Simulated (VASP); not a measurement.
# Ta16H (a cell with a defect) in VASP: further runs

Ta16H (a cell with a defect) is run at these levels: PBEsol; tasks: single point, relaxation of cell and atoms.

All numbers are computed with VASP 6.6.1; they aren't measurements. Logs are shortened: lines on timing, memory, paths and dates and some standing lists are left out, and cuts for length are marked.

**1. The cell of the first run**

The cell holds a defect, 17 atoms: a = 6.581 Å, b = 6.594 Å, c = 6.581 Å, α = 90.00°, β = 90.00°, γ = 90.00°.

**2. Single point, PBEsol**

Input file INCAR:

```
ALGO     = Normal         # electronic algorithm
EDIFF    = 1E-6           # SCF threshold, eV
ENCUT    = 520            # plane-wave cutoff, eV
GGA      = PS             # functional
ISIF     = 2              # what is computed and relaxed
ISMEAR   = 0              # smearing method
LASPH    = True           # aspherical terms in the spheres
LCHARG   = False          # write CHGCAR
LREAL    = Auto         
LUSENCCL = False        
LWAVE    = False          # write WAVECAR
NBANDS   = 102            # bands
NELM     = 80             # most SCF steps
PREC     = Accurate       # precision mode
SIGMA    = 0.1            # smearing width, eV
```

Input file KPOINTS:

```
k-points
0
Gamma
  8 8 8
```

Input file POSCAR:

```
Ta16H
1.0
    6.5806201323      0.0000000000      0.0000000000
    0.0000000000      6.5943638313      0.0000000000
    0.0000000000      0.0000000000      6.5806201323
Ta H
16 1
Direct
   -0.0083109957     -0.0054152068      0.0000000000
    0.2500000000      0.2554152068      0.2583109957
    0.0007918531      0.0004927577      0.5000000000
    0.2500000000      0.2554152068      0.7416890043
   -0.0008725322      0.5018002748      0.0000000000
    0.2500000000      0.7481997252      0.2508725322
   -0.0002249131      0.5012365511      0.5000000000
    0.2500000000      0.7481997252      0.7491274678
    0.5083109957     -0.0054152068      0.0000000000
    0.7500000000      0.2495072423      0.2492081469
    0.4992081469      0.0004927577      0.5000000000
    0.7500000000      0.2495072423      0.7507918531
    0.5008725322      0.5018002748      0.0000000000
    0.7500000000      0.7487634489      0.2502249131
    0.5002249131      0.5012365511      0.5000000000
    0.7500000000      0.7487634489      0.7497750869
    0.2500000000      0.1250000000      0.0000000000
```

Potentials or basis: VASP PAW PBE potentials, release 64 (Ta_pv, H).

Command:

```bash
cat potpaw_PBE.64/Ta_pv/POTCAR potpaw_PBE.64/H/POTCAR > POTCAR
mpirun -np 1 vasp_std > vasp.out
```

OUTCAR:

```text
EDIFF = 1E-6
   ENCUT = 520
   GGA = PS
   ISIF = 2
   ISMEAR = 0
   LASPH = True
   LREAL = Auto
   NELM = 80
   PREC = Accurate

 ion  position               nearest neighbor table
   1  0.992  0.995  0.000-  17 1.91  16 2.81  14 2.81  12 2.84  10 2.84   8 2.87   6 2.87   4 2.96
                             2 2.96   9 3.18   5 3.25   3 3.29   3 3.29   5 3.35   9 3.40
   2  0.250  0.255  0.258-  17 1.91  15 2.81   7 2.81   3 2.84  11 2.84   5 2.87  13 2.87   1 2.96
                             9 2.96   4 3.18   6 3.25  10 3.29  10 3.29   6 3.35   4 3.40
   3  0.001  0.000  0.500-   2 2.84   4 2.84  10 2.85  12 2.85   6 2.85   8 2.85  14 2.86  16 2.86
                            11 3.28   1 3.29   1 3.29   7 3.29  11 3.30   7 3.30
   4  0.250  0.255  0.742-  17 1.91  15 2.81   7 2.81   3 2.84  11 2.84   5 2.87  13 2.87   1 2.96
                             9 2.96   2 3.18   8 3.25  12 3.29  12 3.29   8 3.35   2 3.40
   5  0.999  0.502  0.000-  14 2.84  16 2.84   6 2.84   8 2.84  10 2.85  12 2.85   2 2.87   4 2.87
                             1 3.25  13 3.28   7 3.29   7 3.29  13 3.30   1 3.35
   6  0.250  0.748  0.251-   7 2.84  15 2.84  13 2.84   5 2.84   3 2.85  11 2.85   9 2.87   1 2.87
                             2 3.25   8 3.28  14 3.29  14 3.29   8 3.30   2 3.35
   7  1.000  0.501  0.500-   2 2.81   4 2.81   6 2.84   8 2.84  14 2.84  16 2.84  10 2.86  12 2.86
                            15 3.29   5 3.29   5 3.29   3 3.29  15 3.29   3 3.30
   8  0.250  0.748  0.749-   7 2.84  15 2.84  13 2.84   5 2.84   3 2.85  11 2.85   9 2.87   1 2.87
                             4 3.25   6 3.28  16 3.29  16 3.29   6 3.30   4 3.35
   9  0.508  0.995  0.000-  17 1.91  16 2.81  14 2.81  12 2.84  10 2.84   8 2.87   6 2.87   4 2.96
                             2 2.96   1 3.18  13 3.25  11 3.29  11 3.29  13 3.35   1 3.40
  10  0.750  0.250  0.249-   1 2.84   9 2.84   3 2.85  11 2.85   5 2.85  13 2.85   7 2.86  15 2.86
                            12 3.28   2 3.29   2 3.29  14 3.29  12 3.30  14 3.30
  11  0.499  0.000  0.500-   2 2.84   4 2.84  10 2.85  12 2.85   6 2.85   8 2.85  14 2.86  16 2.86
                             3 3.28   9 3.29   9 3.29  15 3.29   3 3.30  15 3.30
  12  0.750  0.250  0.751-   1 2.84   9 2.84   3 2.85  11 2.85   5 2.85  13 2.85   7 2.86  15 2.86
                            10 3.28   4 3.29   4 3.29  16 3.29  10 3.30  16 3.30
  13  0.501  0.502  0.000-  14 2.84  16 2.84   6 2.84   8 2.84  10 2.85  12 2.85   2 2.87   4 2.87
                             9 3.25   5 3.28  15 3.29  15 3.29   5 3.30   9 3.35
  14  0.750  0.749  0.250-   1 2.81   9 2.81   5 2.84  13 2.84   7 2.84  15 2.84   3 2.86  11 2.86
                            16 3.29   6 3.29   6 3.29  10 3.29  16 3.29  10 3.30
  15  0.500  0.501  0.500-   2 2.81   4 2.81   6 2.84   8 2.84  14 2.84  16 2.84  10 2.86  12 2.86
                             7 3.29  13 3.29  13 3.29  11 3.29   7 3.29  11 3.30
  16  0.750  0.749  0.750-   1 2.81   9 2.81   5 2.84  13 2.84   7 2.84  15 2.84   3 2.86  11 2.86
                            14 3.29   8 3.29   8 3.29  12 3.29  14 3.29  12 3.30
  17  0.250  0.125  0.000-   1 1.91   2 1.91   4 1.91   9 1.91

  LATTYP: Found a simple tetragonal cell.
 ALAT       =     6.5806201323
 C/A-ratio  =     1.0020885112

  Lattice vectors:

 A1 = (  -6.5806201323,   0.0000000000,   0.0000000000)
 A2 = (   0.0000000000,   0.0000000000,   6.5806201323)
 A3 = (   0.0000000000,   6.5943638313,   0.0000000000)

Analysis of symmetry for initial positions (statically):
=====================================================================
 Subroutine PRICEL returns:
 Original cell was already a primitive cell.

 Routine SETGRP: Setting up the symmetry group for a
 simple tetragonal supercell.

 Subroutine GETGRP returns: Found  8 space group operations
 (whereof  2 operations were pure point group operations)
 out of a pool of 16 trial point group operations.

The static configuration has the point symmetry C_1h.
 The point group associated with its full space group is D_2d.

Analysis of symmetry for dynamics (positions and initial velocities):
=====================================================================
 Subroutine PRICEL returns:
 Original cell was already a primitive cell.

 Routine SETGRP: Setting up the symmetry group for a
 simple tetragonal supercell.

 Subroutine GETGRP returns: Found  8 space group operations
 (whereof  2 operations were pure point group operations)
 out of a pool of 16 trial point group operations.

The dynamic configuration has the point symmetry C_1h.
 The point group associated with its full space group is D_2d.

 Subroutine INISYM returns: Found  8 space group operations
 (whereof  2 operations are pure point group operations),
 and found     1 'primitive' translations

----------------------------------------------------------------------------------------

                                     Primitive cell

[... 79 lines left out ...]
 SYSTEM =  unknown system
   PREC   = accura    normal or accurate (medium, high low for compatibility)
   ISTART =      0    job   : 0-new  1-cont  2-samecut
   ICHARG =      2    charge: 1-file 2-atom 10-const
   ISPIN  =      1    spin polarized calculation?
   LNONCOLLINEAR =      F non collinear calculations
   LSORBIT =      F    spin-orbit coupling
   LASPH  =      T    aspherical Exc in radial PAW
   ENCUT  =  520.0 eV  38.22 Ry    6.18 a.u.  12.24 12.26 12.24*2*pi/ulx,y,z
   NELM   =     80;   NELMIN=  2; NELMDL= -5     # of ELM steps
   EDIFF  = 0.1E-05   stopping-criterion for ELM
   LREAL  =      T    real-space projection
   EDIFFG = 0.1E-04   stopping-criterion for IOM
   NSW    =      0    number of steps for IOM
   IBRION =     -1    ionic relax: 0-MD 1-quasi-New 2-CG
   NFREE  =      0    steps in history (QN), initial steepest desc. (CG)
   ISIF   =      2    stress and relaxation
   ISYM   =      2    0-nonsym 1-usesym 2-fastsym
   POTIM  = 0.5000    time-step for ionic-motion
   TEBEG  =    0.0;   TEEND  =   0.0 temperature during run
   PSTRESS=    0.0 pullay stress
   NELECT =     177.0000    total number of electrons
   NUPDOWN=      -1.0000    fix difference up-down
   EMIN   =  10.00;   EMAX   =-10.00  energy-range for DOS
   EFERMI =   0.00;   METHOD = LEGACY
   ISMEAR =     0;   SIGMA  =   0.10  broadening in eV -4-tet -1-fermi 0-gaus
   EFERMI_NEDOS =   21; number of points for ismear=-14 and -15
   IALGO  =     38    algorithm
   IMIX   =      4    mixing-type and parameters
     AMIX     =   0.40;   BMIX     =  1.00
     AMIX_MAG =   1.60;   BMIX_MAG =  1.00
  volume/ion in A,a.u.               =      16.80       113.36
  Fermi-wavevector in a.u.,A,eV,Ry     =   1.395823  2.637723 26.508535  1.948322
  Thomas-Fermi vector in A             =   2.519237
   LORBIT       =      0    0 simple, 1 ext, 2 COOP (PROOUT), +10 PAW based schemes
   GGA     = PS    functional components
   LHFCALC =     F    Hartree Fock is set to
   AEXX    =    0.0000 exact exchange contribution
   IVDW    =     0    specifies the selected vdW correction
   LEPSILON=     F    determine dielectric tensor
   LRPA    =     F    only Hartree local field effects (RPA)
 non-spin polarized calculation
 Gauss-broadening in eV      SIGMA  =   0.10
  energy-cutoff  :      520.00
  volume of cell :      285.57
 maximum number of plane-waves:      7729
 NGX is ok and might be reduce to    50
   NGX = 25   NGY = 25   NGZ = 25

 number of electron     176.9999976 magnetization

 Free energy of the ion-electron system (eV)
  ---------------------------------------------------
  ext. energy  EPLUGINS =         0.00000000
  ---------------------------------------------------
  free energy    TOTEN  =      -204.61778110 eV

  energy without entropy =     -204.51091717  energy(sigma->0) =     -204.56434913

 E-fermi :   5.4484     XC(G=0): -12.8078

 val. band max:        5.4463746233   @ k =   0.5000   0.2500   0.0000
 cond. band min:       5.4493246141   @ k =   0.2500   0.3750   0.0000
 fundamental gap:      0.0029499908
 Fermi energy:         5.4484436062

 k-point     1 :       0.0000    0.0000    0.0000
  band No.  band energies     occupation
      1     -28.8228      2.00000
      2     -28.7611      2.00000
      3     -28.7574      2.00000
      4     -28.7574      2.00000
      5     -28.7565      2.00000
      6     -28.7526      2.00000
[... 2461 lines left out ...]
     99       7.3862      0.00000
    100       7.5174      0.00000

 [... further k-points ...]

 [bands above 100 left out]

------------------------ aborting loop because EDIFF is reached ----------------------------------------

  FORCE on cell =-STRESS in cart. coord.  units (eV):
  Direction    XX          YY          ZZ          XY          YZ          ZX
  --------------------------------------------------------------------------------------
  -------------------------------------------------------------------------------------
  Total        0.3250121      0.3291175      0.3250121      0.0000000      0.0000000      0.0000000
  in kB        1.8234908      1.8465241      1.8234908      0.0000000      0.0000000      0.0000000
  external PRESSURE =       1.8311686 kB  Pullay stress =       0.0000000 kB

 VOLUME and BASIS-vectors are now :
 -----------------------------------------------------------------------------
  energy-cutoff  :      520.00
  volume of cell :      285.57
      direct lattice vectors                 reciprocal lattice vectors
     6.580620132  0.000000000  0.000000000     0.151961362  0.000000000  0.000000000
     0.000000000  6.594363831  0.000000000     0.000000000  0.151644651  0.000000000
     0.000000000  0.000000000  6.580620132     0.000000000  0.000000000  0.151961362

 POSITION                                       TOTAL-FORCE (eV/Angst)
 -----------------------------------------------------------------------------------
      6.52593      6.55865      0.00000        -0.011673     -0.013507      0.000000
      1.64516      1.68430      1.69985         0.000000      0.013507      0.011673
      0.00521      0.00325      3.29031        -0.002458     -0.002440     -0.000000
      1.64516      1.68430      4.88077         0.000000      0.013507     -0.011673
      6.57488      3.30905      0.00000        -0.003448     -0.002011      0.000000
      1.64516      4.93390      1.65090         0.000000      0.002011      0.003448
[... 9 lines left out ...]
      4.93547      4.93762      4.93399         0.000000     -0.002906     -0.003541
      1.64516      0.82430      0.00000         0.000000     -0.000000     -0.000000
 -----------------------------------------------------------------------------------
    total drift:                                0.000000     -0.000000     -0.000000

  FREE ENERGIE OF THE ION-ELECTRON SYSTEM (eV)
  ---------------------------------------------------
  free  energy   TOTEN  =      -204.6177810966 eV

  energy  without entropy=     -204.5109171660  energy(sigma->0) =     -204.56434913
```

It took 8.2 min on 1 × NVIDIA H100 80GB with 1 thread of AMD EPYC 7R13 (Zen 3), shared host; peak memory 2.3 GiB.

Results:

```
Free energy            : -204.6178 eV
Pressure               : 0.2 GPa
Largest force          : 0.018 eV/Å
Band gap on the k mesh : zero (an odd number of electrons rules out a gap without spin polarisation)
```

Forces in eV/Å, atoms in the order of the input:
```
Ta  -0.012 -0.014  0.000
Ta   0.000  0.014  0.012
Ta  -0.002 -0.002  0.000
Ta   0.000  0.014 -0.012
Ta  -0.003 -0.002  0.000
Ta   0.000  0.002  0.003
Ta  -0.004  0.003  0.000
Ta   0.000  0.002 -0.003
Ta   0.012 -0.014  0.000
Ta   0.000  0.002  0.002
Ta   0.002 -0.002  0.000
Ta   0.000  0.002 -0.002
Ta   0.003 -0.002  0.000
Ta   0.000 -0.003  0.004
Ta   0.004  0.003  0.000
Ta   0.000 -0.003 -0.004
H    0.000  0.000  0.000
```

Levels at points of the mesh, in eV from the Fermi level:
```tsv
k point	band 86	band 87	band 88	band 89	band 90	band 91	band 92	band 93	band 94	band 95
(0.00, 0.00, 0.00)	1.09	1.15	1.15	1.18	1.18	1.20	1.25	1.25	1.29	1.30
(0.50, 0.00, 0.00)	-0.44	0.15	0.28	0.33	0.34	0.56	0.60	0.61	0.66	1.32
(0.00, 0.50, 0.00)	-0.46	-0.11	0.32	0.33	0.35	0.54	0.54	0.65	0.65	1.34
(0.50, 0.50, 0.00)	-0.54	-0.47	-0.46	-0.25	-0.23	-0.09	-0.03	1.05	1.06	1.06
(0.50, 0.00, 0.50)	-0.56	-0.54	-0.47	-0.27	-0.26	0.01	0.01	0.93	1.00	1.00
(0.50, 0.50, 0.50)	-1.09	-1.08	-1.06	-1.01	-1.01	-1.01	-1.01	-0.99	-0.98	-0.92
```

Caveat: the PAW data sets were made with another functional, which shifts forces and pressure a little; spin-orbit coupling is left out, which moves the levels of the heavy elements.

**3. Relaxation of cell and atoms, PBEsol**

This run uses another cell than the first one, of 17.22 Å³/atom.

Input file INCAR:

```
SYSTEM = Ta16H
PREC     = Accurate       ! precision mode
ENCUT    = 600            ! plane-wave cutoff, eV
EDIFF    = 1E-6           ! SCF threshold, eV
ISMEAR   = 0              ! smearing method
SIGMA    = 0.1            ! smearing width, eV
LREAL    = Auto         
LASPH    = .True.         ! aspherical terms in the spheres
NELM     = 100            ! most SCF steps
ALGO     = Normal         ! electronic algorithm
ISIF     = 3              ! what is computed and relaxed
LWAVE    = .False.        ! write WAVECAR
LCHARG   = .False.        ! write CHGCAR
GGA      = PS             ! functional
IBRION   = 2              ! ionic algorithm
NSW      = 80             ! ionic steps
EDIFFG   = -0.01          ! ionic threshold
LUSENCCL = .False.
```

Input file KPOINTS:

```
regular mesh
0
Gamma
  8 8 8
  0 0 0
```

Input file POSCAR:

```
Ta16H
1.0
    6.6400000000      0.0000000000      0.0000000000
    0.0000000000      6.6400000000      0.0000000000
    0.0000000000      0.0000000000      6.6400000000
Ta H
16 1
Direct
    0.0000000000      0.0000000000      0.0000000000
    0.2500000000      0.2500000000      0.2500000000
    0.0000000000      0.0000000000      0.5000000000
    0.2500000000      0.2500000000      0.7500000000
    0.0000000000      0.5000000000      0.0000000000
    0.2500000000      0.7500000000      0.2500000000
    0.0000000000      0.5000000000      0.5000000000
    0.2500000000      0.7500000000      0.7500000000
    0.5000000000      0.0000000000      0.0000000000
    0.7500000000      0.2500000000      0.2500000000
    0.5000000000      0.0000000000      0.5000000000
    0.7500000000      0.2500000000      0.7500000000
    0.5000000000      0.5000000000      0.0000000000
    0.7500000000      0.7500000000      0.2500000000
    0.5000000000      0.5000000000      0.5000000000
    0.7500000000      0.7500000000      0.7500000000
    0.2500000000      0.1250000000      0.0000000000
```

Potentials or basis: VASP PAW PBE potentials, release 64 (Ta_pv, H).

Command:

```bash
cat potpaw_PBE.64/Ta_pv/POTCAR potpaw_PBE.64/H/POTCAR > POTCAR
mpirun -np 1 vasp_std > vasp.out
```

Wall time 32 min (1 × NVIDIA H100 80GB with 1 thread of AMD EPYC 7R13 (Zen 3), shared host); peak memory 2.6 GiB.

The run converged. Its results:

```yaml
Free_energy: -204.6243 eV
Relaxed_volume: 16.81 Å³/atom
Relaxed_cell: a = 6.582 Å, b = 6.598 Å, c = 6.582 Å, α = 90.00°, β = 90.00°, γ = 90.00°
Space_group_after_relaxing_to_0.1_Å: P-4m2 (No. 115)
Energy_gained_by_relaxing: 15.5 meV/atom
Ionic_steps: 13
Pressure_after_relaxing: 0.0 GPa
Largest_force_after_relaxing: 0.007 eV/Å
Band_gap_on_the_k_mesh: zero (an odd number of electrons rules out a gap without spin polarisation)
```

Forces in eV/Å, atoms in the order of the input:
```
Ta   0.002  0.001  0.000
Ta   0.000 -0.001 -0.002
Ta   0.000  0.007  0.000
Ta   0.000 -0.001  0.002
Ta  -0.002  0.001  0.000
Ta   0.000 -0.001  0.002
Ta   0.000  0.000  0.000
Ta   0.000 -0.001 -0.002
Ta  -0.002  0.001  0.000
Ta   0.000 -0.007  0.000
Ta   0.000  0.007  0.000
Ta   0.000 -0.007  0.000
Ta   0.002  0.001  0.000
Ta   0.000  0.000  0.000
Ta   0.000  0.000  0.000
Ta   0.000  0.000  0.000
H    0.000  0.000  0.000
```

The path:
| step | energy change (eV) | largest force (eV/Å) | pressure (GPa) | volume (Å³) |
| --- | --- | --- | --- | --- |
| 1 | 0.0000 | 1.1763 | -4.57 | 292.75 |
| 2 | 0.1859 | 0.1775 | 10.96 | 272.43 |
| 3 | -0.1851 | 0.8059 | 1.35 | 284.10 |
| 4 | -0.2607 | 0.1061 | -0.04 | 285.93 |
| 5 | -0.2608 | 0.1033 | 0.00 | 285.86 |
| 6 | -0.2629 | 0.0345 | -0.02 | 285.89 |
| 7 | -0.2633 | 0.0289 | -0.03 | 285.90 |
| 8 | -0.2635 | 0.0124 | 0.06 | 285.77 |
| 9 | -0.2635 | 0.0114 | 0.11 | 285.71 |
| 10 | -0.2636 | 0.0110 | -0.03 | 285.90 |
| 11 | -0.2636 | 0.0111 | -0.01 | 285.85 |
| 12 | -0.2636 | 0.0110 | 0.01 | 285.84 |
| 13 | -0.2636 | 0.0069 | 0.00 | 285.85 |

Final structure:
```cif
data_structure
_symmetry_space_group_name_H-M 'P 1'
_symmetry_Int_Tables_number 1
_cell_length_a 6.5823
_cell_length_b 6.5976
_cell_length_c 6.5823
_cell_angle_alpha 90.000
_cell_angle_beta 90.000
_cell_angle_gamma 90.000
_cell_volume 285.85
loop_
_atom_site_label
_atom_site_type_symbol
_atom_site_fract_x
_atom_site_fract_y
_atom_site_fract_z
_atom_site_occupancy
Ta1 Ta 0.99156 0.99445 0.00000 1
Ta2 Ta 0.25000 0.25555 0.25844 1
Ta3 Ta 0.00074 0.00038 0.50000 1
Ta4 Ta 0.25000 0.25555 0.74156 1
Ta5 Ta 0.99913 0.50177 0.00000 1
Ta6 Ta 0.25000 0.74823 0.25087 1
Ta7 Ta 0.99976 0.50132 0.50000 1
Ta8 Ta 0.25000 0.74823 0.74913 1
Ta9 Ta 0.50844 0.99445 0.00000 1
Ta10 Ta 0.75000 0.24962 0.24926 1
Ta11 Ta 0.49926 0.00038 0.50000 1
Ta12 Ta 0.75000 0.24962 0.75074 1
Ta13 Ta 0.50087 0.50177 0.00000 1
Ta14 Ta 0.75000 0.74868 0.25024 1
Ta15 Ta 0.50024 0.50132 0.50000 1
Ta16 Ta 0.75000 0.74868 0.74976 1
H1 H 0.25000 0.12500 0.00000 1
```

Levels at points of the mesh, in eV from the Fermi level:
```csv
k point,band 86,band 87,band 88,band 89,band 90,band 91,band 92,band 93,band 94,band 95
"(0.00, 0.00, 0.00)",1.08,1.15,1.15,1.18,1.18,1.20,1.25,1.25,1.29,1.30
"(0.50, 0.00, 0.00)",-0.43,0.15,0.28,0.32,0.33,0.55,0.60,0.61,0.66,1.32
"(0.00, 0.50, 0.00)",-0.46,-0.11,0.31,0.33,0.35,0.54,0.54,0.66,0.66,1.34
"(0.50, 0.50, 0.00)",-0.54,-0.47,-0.45,-0.25,-0.23,-0.09,-0.03,1.05,1.06,1.06
"(0.50, 0.00, 0.50)",-0.56,-0.54,-0.47,-0.27,-0.26,0.01,0.01,0.92,1.00,1.00
"(0.50, 0.50, 0.50)",-1.09,-1.08,-1.06,-1.01,-1.01,-1.00,-1.00,-0.99,-0.98,-0.91
```

Caveat: the PAW data sets were made with another functional, which shifts forces and pressure a little; spin-orbit coupling is left out, which moves the levels of the heavy elements.
